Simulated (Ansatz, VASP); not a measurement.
**HfMoC2 in VASP and in Ansatz**

```
Hf Mo C
1.0
     3.21256    0.00000    0.00000
     0.00000    3.21256    0.00000
     0.00000    0.00000    4.51487
Hf Mo C
1 1 2
Direct
  0.00000 0.00000 0.00000
  0.50000 0.50000 0.50000
  0.50000 0.50000 0.00000
  0.00000 0.00000 0.50000
```

Change from the starting cell: volume scaled by 1.02.

Alike in both runs: task single point; functional LDA; k mesh 8 × 8 × 6; occupations fermi-dirac, width 0.05 eV; no spin polarisation.

|  | VASP | Ansatz |
| --- | --- | --- |
| version | VASP 6.6.1 | Ansatz 0.2.0 |
| potentials or method | VASP PAW LDA potentials, release 64 (Hf_pv, Mo_sv, C), cutoff 520 eV | all-electron LAPW, scalar-relativistic |

|  | VASP | Ansatz | Ansatz less VASP |
| --- | --- | --- | --- |
| gap on the k mesh at the Fermi level (eV) | none | none | - |
| pressure (GPa) | -18.4 | -19.0 | -0.64 |
| traceless stress, the component that is largest in VASP (GPa) | -2.87 | -2.87 | -0.006 |

LDA's correlation is that of Perdew and Zunger in VASP and of Perdew and Wang (1992) in Ansatz. A gap of «none» marks a metal or a gap that the smearing closes. Ansatz ran all-electron here, and VASP with PAW potentials.

Spin-orbit coupling is off throughout.
